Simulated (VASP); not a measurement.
Au, 3 atoms in the cell. Symmetry: P6/mmm, No. 191, hexagonal system. Conventional cell: a = 4.789 Å, b = 4.789 Å, c = 2.861 Å, α = 90.00°, β = 90.00°, γ = 120.00°. Au (site symmetry 6/mmm) has 14 Au at 2.86 to 3.11 Å within 3.8 Å. Au (site symmetry -6m2) has 11 Au at 2.77 to 3.11 Å within 3.6 Å. This isn't the form of Au at room conditions, which is fcc.

```yaml
Program: VASP 6.6.1
Task: single point
Functional: LDA
Potentials_or_basis: VASP PAW LDA potentials, release 64 (Au)
Cutoff: 520 eV
k_mesh: 11 × 11 × 15
Occupations: fermi-dirac, width 0.1 eV
Spin: no spin polarisation
Dipole_correction: no
Further_INCAR_settings: ALGO = Normal; EDIFF = 1e-06; NBANDS = 24
```

Potentials or basis: VASP PAW LDA potentials, release 64 (Au).

Run with:

```bash
$ cat potpaw_LDA.64/Au/POTCAR > POTCAR
$ mpirun -np 1 vasp_std > vasp.out
```

Hardware: 1 thread of Intel(R) Xeon(R) 6975P-C (Granite Rapids), with other jobs on the host.

Task: How long does it take, and how much memory?

Result: Run time: 40 s on 1 thread of Intel(R) Xeon(R) 6975P-C (Granite Rapids), on a shared host, peak memory 0.25 GiB. Counts: scf iterations 11, k points 128.
